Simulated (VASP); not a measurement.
# BaTiO3 (Amm2) in VASP: notebook, part 2 of 2

VASP 6.6.1. The steps go on from the part before.

## 4. Single point, PBEsol+U

Input file INCAR:

```
SYSTEM = BaTiO3
PREC = Accurate
ENCUT = 520
EDIFF = 1E-7
ISMEAR = -1
SIGMA = 0.05
LREAL = .FALSE.
LASPH = .TRUE.
NELM = 150
ALGO = Normal
ISIF = 2
LWAVE = .FALSE.
LCHARG = .FALSE.
LMAXMIX = 4
LDAU = .TRUE.
LDAUTYPE = 2
LDAUL = -1 2 -1
LDAUU = 0 1 0
LDAUJ = 0 0 0
LDAUPRINT = 1
GGA = PS
NBANDS = 28
```

Input file KPOINTS:

```
Automatic mesh
0
G
  7 7 7
  0 0 0
```

Input file POSCAR:

```
BaTiO3
1.0
    3.9855000000      0.0000000000      0.0000000000
    0.0000000000      2.8369000000      2.8451500000
    0.0000000000     -2.8369000000      2.8451500000
Ba Ti O
1 1 3
Direct
    0.0000000000      0.0000000000      0.0000000000
    0.5000000000      0.5124000000      0.5124000000
    0.5000000000      0.9918400000      0.5052400000
    0.5000000000      0.5052400000      0.9918400000
    0.0000000000      0.4874000000      0.4874000000
```

Potentials or basis: VASP PAW PBE potentials, release 64 (Ba_sv, Ti_sv, O).

The run is started by

```sh
$ cat potpaw_PBE.64/Ba_sv/POTCAR potpaw_PBE.64/Ti_sv/POTCAR potpaw_PBE.64/O/POTCAR > POTCAR
$ mpirun -np 1 vasp_std > vasp.out
```

OUTCAR:

```text
SYSTEM = BaTiO3
   PREC = Accurate
   ENCUT = 520
   EDIFF = 1E-7
   ISMEAR = -1
   LREAL = .FALSE.
   LASPH = .TRUE.
   NELM = 150
   ISIF = 2
   GGA = PS

 ion  position               nearest neighbor table
   1  0.000  0.000  0.000-   5 2.77   4 2.81   3 2.81   3 2.81   4 2.81   5 2.84   5 2.84   4 2.84
                             3 2.84   3 2.84   4 2.84   5 2.92   2 3.42   2 3.42   2 3.47   2 3.47
   2  0.500  0.512  0.512-   3 1.93   4 1.93   5 2.00   5 2.00   3 2.09   4 2.09   1 3.42   1 3.42
                             1 3.47   1 3.47   1 3.47   1 3.47   1 3.53   1 3.53
   3  0.500  0.992  0.505-   2 1.93   2 2.09   1 2.81   1 2.81   1 2.84   1 2.84
   4  0.500  0.505  0.992-   2 1.93   2 2.09   1 2.81   1 2.81   1 2.84   1 2.84
   5  0.000  0.487  0.487-   2 2.00   2 2.00   1 2.77   1 2.84   1 2.84   1 2.92

  LATTYP: Found a base centered orthorhombic cell.
 ALAT       =     5.6738000000
 B/A-ratio  =     1.0029081039
 C/A-ratio  =     0.7024392823

  Lattice vectors:

 A1 = (   0.0000000000,   2.8369000000,  -2.8451500000)
 A2 = (   0.0000000000,   2.8369000000,   2.8451500000)
 A3 = (   3.9855000000,   0.0000000000,   0.0000000000)

Analysis of symmetry for initial positions (statically):
=====================================================================
 Subroutine PRICEL returns:
 Original cell was already a primitive cell.

 Routine SETGRP: Setting up the symmetry group for a
 base centered orthorhombic supercell.

 Subroutine GETGRP returns: Found  4 space group operations
 (whereof  4 operations were pure point group operations)
 out of a pool of  8 trial point group operations.

The static configuration has the point symmetry C_2v.

Analysis of symmetry for dynamics (positions and initial velocities):
=====================================================================
 Subroutine PRICEL returns:
 Original cell was already a primitive cell.

 Routine SETGRP: Setting up the symmetry group for a
 base centered orthorhombic supercell.

 Subroutine GETGRP returns: Found  4 space group operations
 (whereof  4 operations were pure point group operations)
 out of a pool of  8 trial point group operations.

The dynamic configuration has the point symmetry C_2v.

 Subroutine INISYM returns: Found  4 space group operations
 (whereof  4 operations are pure point group operations),
 and found     1 'primitive' translations

----------------------------------------------------------------------------------------

                                     Primitive cell

  volume of cell :      64.3372

  direct lattice vectors                    reciprocal lattice vectors
     3.985500000  0.000000000  0.000000000     0.250909547  0.000000000  0.000000000
     0.000000000  2.836900000  2.845150000     0.000000000  0.176248722  0.175737659
     0.000000000 -2.836900000  2.845150000     0.000000000 -0.176248722  0.175737659

  length of vectors
     3.985500000  4.017820321  4.017820321     0.250909547  0.248892219  0.248892219

  position of ions in fractional coordinates (direct lattice)
     0.000000000  0.000000000  0.000000000
     0.500000000  0.512400000  0.512400000
     0.500000000  0.991840000  0.505240000
     0.500000000  0.505240000  0.991840000
[... 99 lines left out ...]
   IMIX   =      4    mixing-type and parameters
     AMIX     =   0.40;   BMIX     =  1.00
     AMIX_MAG =   1.60;   BMIX_MAG =  1.00
  volume/ion in A,a.u.               =      12.87        86.83
  Fermi-wavevector in a.u.,A,eV,Ry     =   1.397250  2.640420 26.562762  1.952308
  Thomas-Fermi vector in A             =   2.520525
   LORBIT       =      0    0 simple, 1 ext, 2 COOP (PROOUT), +10 PAW based schemes
 LDA+U is selected, type is set to LDAUTYPE =  2
   angular momentum for each species LDAUL =    -1    2   -1
   U (eV)           for each species LDAUU =   0.0  1.0  0.0
   J (eV)           for each species LDAUJ =   0.0  0.0  0.0
   GGA     = PS    functional components
   LHFCALC =     F    Hartree Fock is set to
   AEXX    =    0.0000 exact exchange contribution
   IVDW    =     0    specifies the selected vdW correction
   LEPSILON=     F    determine dielectric tensor
   LRPA    =     F    only Hartree local field effects (RPA)
 non-spin polarized calculation
  energy-cutoff  :      520.00
  volume of cell :       64.34
 maximum number of plane-waves:      1757
 NGX is ok and might be reduce to    30
   NGX = 15   NGY = 15   NGZ = 15

atom =   2  type =  2  l = 2

 onsite density matrix

spin component  1

  0.1220  0.0000  0.0000  0.0000  0.0000
  0.0000  0.2474  0.0000  0.0000  0.0000
  0.0000  0.0000  0.1513  0.0000 -0.0521
  0.0000  0.0000  0.0000  0.1237  0.0000
  0.0000  0.0000 -0.0521  0.0000  0.2157

spin component  2

  0.1220  0.0000  0.0000  0.0000  0.0000
  0.0000  0.2474  0.0000  0.0000  0.0000
  0.0000  0.0000  0.1513  0.0000 -0.0521
  0.0000  0.0000  0.0000  0.1237  0.0000
  0.0000  0.0000 -0.0521  0.0000  0.2157

 occupancies and eigenvectors

  o =  0.1220  v =  1.0000  0.0000  0.0000  0.0000  0.0000  0.0000  0.0000  0.0000  0.0000  0.0000      0.0000  0.0000  0.0000  0.0000  0.0000  0.0000  0.0000  0.0000  0.0000  0.0000
  o =  0.1220  v =  0.0000  0.0000  0.0000  0.0000  0.0000  1.0000  0.0000  0.0000  0.0000  0.0000      0.0000  0.0000  0.0000  0.0000  0.0000  0.0000  0.0000  0.0000  0.0000  0.0000
  o =  0.1223  v =  0.0000  0.0000 -0.8734  0.0000 -0.4869  0.0000  0.0000  0.0000  0.0000  0.0000      0.0000  0.0000  0.0000  0.0000  0.0000  0.0000  0.0000  0.0000  0.0000  0.0000
  o =  0.1223  v =  0.0000  0.0000  0.0000  0.0000  0.0000  0.0000  0.0000 -0.8734  0.0000 -0.4869      0.0000  0.0000  0.0000  0.0000  0.0000  0.0000  0.0000  0.0000  0.0000  0.0000
  o =  0.1237  v =  0.0000  0.0000  0.0000  1.0000  0.0000  0.0000  0.0000  0.0000  0.0000  0.0000      0.0000  0.0000  0.0000  0.0000  0.0000  0.0000  0.0000  0.0000  0.0000  0.0000
  o =  0.1237  v =  0.0000  0.0000  0.0000  0.0000  0.0000  0.0000  0.0000  0.0000  1.0000  0.0000      0.0000  0.0000  0.0000  0.0000  0.0000  0.0000  0.0000  0.0000  0.0000  0.0000
  o =  0.2447  v =  0.0000  0.0000  0.0000  0.0000  0.0000  0.0000  0.0000 -0.4869  0.0000  0.8734      0.0000  0.0000  0.0000  0.0000  0.0000  0.0000  0.0000  0.0000  0.0000  0.0000
  o =  0.2447  v =  0.0000  0.0000 -0.4869  0.0000  0.8734  0.0000  0.0000  0.0000  0.0000  0.0000      0.0000  0.0000  0.0000  0.0000  0.0000  0.0000  0.0000  0.0000  0.0000  0.0000
  o =  0.2474  v =  0.0000  0.0000  0.0000  0.0000  0.0000  0.0000  1.0000  0.0000  0.0000  0.0000      0.0000  0.0000  0.0000  0.0000  0.0000  0.0000  0.0000  0.0000  0.0000  0.0000
  o =  0.2474  v =  0.0000  1.0000  0.0000  0.0000  0.0000  0.0000  0.0000  0.0000  0.0000  0.0000      0.0000  0.0000  0.0000  0.0000  0.0000  0.0000  0.0000  0.0000  0.0000  0.0000

 number of electron      39.9999995 magnetization

 Free energy of the ion-electron system (eV)
  ---------------------------------------------------
  ext. energy  EPLUGINS =         0.00000000
  ---------------------------------------------------
  free energy    TOTEN  =       -41.27651857 eV

  energy without entropy =      -41.27651857  energy(sigma->0) =      -41.27651857

 E-fermi :   4.6801     XC(G=0): -11.4968

 val. band max:        3.6251422713   @ k =   0.4286   0.4286   0.4286
 cond. band min:       5.6065196776   @ k =   0.0000   0.0000   0.0000
 fundamental gap:      1.9813774063
 Fermi energy:         4.6800804849

 k-point     1 :       0.0000    0.0000    0.0000
  band No.  band energies     occupation
      1     -52.8756      2.00000
      2     -29.2025      2.00000
      3     -29.2012      2.00000
      4     -29.1859      2.00000
      5     -21.0789      2.00000
      6     -13.1227      2.00000
[... 733 lines left out ...]
     27      11.9346      0.00000
     28      12.0936      0.00000

 [... further k-points ...]
[... 5 lines left out ...]
  --------------------------------------------------------------------------------------
  -------------------------------------------------------------------------------------
  Total       -0.4854114     -0.4210300     -0.6773136      0.0000000      0.0000000      0.0000000
  in kB      -12.0881150    -10.4848355    -16.8670216      0.0000000      0.0000000      0.0000000
  external PRESSURE =     -13.1466574 kB  Pullay stress =       0.0000000 kB

 VOLUME and BASIS-vectors are now :
 -----------------------------------------------------------------------------
  energy-cutoff  :      520.00
  volume of cell :       64.34
      direct lattice vectors                 reciprocal lattice vectors
     3.985500000  0.000000000  0.000000000     0.250909547  0.000000000  0.000000000
     0.000000000  2.836900000  2.845150000     0.000000000  0.176248722  0.175737659
     0.000000000 -2.836900000  2.845150000     0.000000000 -0.176248722  0.175737659

 POSITION                                       TOTAL-FORCE (eV/Angst)
 -----------------------------------------------------------------------------------
      0.00000      0.00000      0.00000         0.000000      0.000000      0.157692
      1.99275      0.00000      2.91571         0.000000      0.000000      0.029868
      1.99275      1.38044      4.25942         0.000000      0.055660     -0.206203
      1.99275     -1.38044      4.25942         0.000000     -0.055660     -0.206203
      0.00000      0.00000      2.77345         0.000000      0.000000      0.224846
 -----------------------------------------------------------------------------------
    total drift:                                0.000000      0.000001      0.000545

  FREE ENERGIE OF THE ION-ELECTRON SYSTEM (eV)
  ---------------------------------------------------
  free  energy   TOTEN  =       -41.2765185712 eV

  energy  without entropy=      -41.2765185709  energy(sigma->0) =      -41.27651857
```

Wall time 3.2 min (1 thread of Intel Xeon Platinum 8259CL at 2.50GHz (Skylake/Cascade Lake), shared host); peak memory 0.25 GiB.

Results:

```
Free energy            : -41.2765 eV
Pressure               : -1.3 GPa
Largest force          : 0.225 eV/Å
Band gap on the k mesh : 1.98 eV (least direct gap 2.12 eV)
```

Forces in eV/Å, atoms in the order of the input:
```
Ba   0.000  0.000  0.158
Ti   0.000  0.000  0.030
O    0.000  0.056 -0.206
O    0.000 -0.056 -0.206
O    0.000  0.000  0.225
```

Levels at points of the mesh, in eV from the valence-band top:
```
           k point  band 18  band 19  band 20  band 21  band 22  band 23
(0.00, 0.00, 0.00)    -0.29    -0.19    -0.14     1.98     2.04     2.19
```

Eigenvalues of the final occupation matrices:
| site | spin | trace | eigenvalues |
| --- | --- | --- | --- |
| site 2 d | 1 | 0.86 | 0.12 0.12 0.12 0.24 0.25 |
| site 2 d | 2 | 0.86 | 0.12 0.12 0.12 0.24 0.25 |

Caveat: the PAW data sets were made with another functional, which shifts forces and pressure a little; spin-orbit coupling is left out, which moves the levels of the heavy elements; an odd mesh through Γ misses points on the zone boundary, where band edges can lie.

## 5. The runs side by side

| task | level | U | cell | cutoff (eV) | gap on the mesh (eV) | pressure (GPa) | largest force (eV/Å) |
| --- | --- | --- | --- | --- | --- | --- | --- |
| relaxation of cell and atoms | PBEsol | - | relaxed from a = 3.986, b = 4.018, c = 4.018 Å, angles 89.8, 90.0, 90.0°, 5 atoms, atomic positions A | 600 | 2.18 | -0.1 | 0.01 |
| single point | r2SCAN+rVV10 | - | a = 3.962, b = 4.024, c = 4.024 Å, angles 89.8, 90.0, 90.0°, 5 atoms, atomic positions B | 520 | 2.63 | 2.3 | 0.16 |
| single point | PBEsol+U | Ti d U = 1.0 eV | a = 3.986, b = 4.018, c = 4.018 Å, angles 89.8, 90.0, 90.0°, 5 atoms, atomic positions A | 520 | 1.98 | -1.3 | 0.22 |

Alike in all rows: potentials or basis VASP PAW PBE potentials, release 64 (Ba_sv, Ti_sv, O); no spin polarisation; k mesh 7 × 7 × 7; smearing fermi-dirac 0.05 eV.

Caveats: the PAW data sets were made with another functional, which shifts forces and pressure a little; spin-orbit coupling is left out, which moves the levels of the heavy elements; an odd mesh through Γ misses points on the zone boundary, where band edges can lie.

Absolute energies hang on the potentials; compare differences alone.
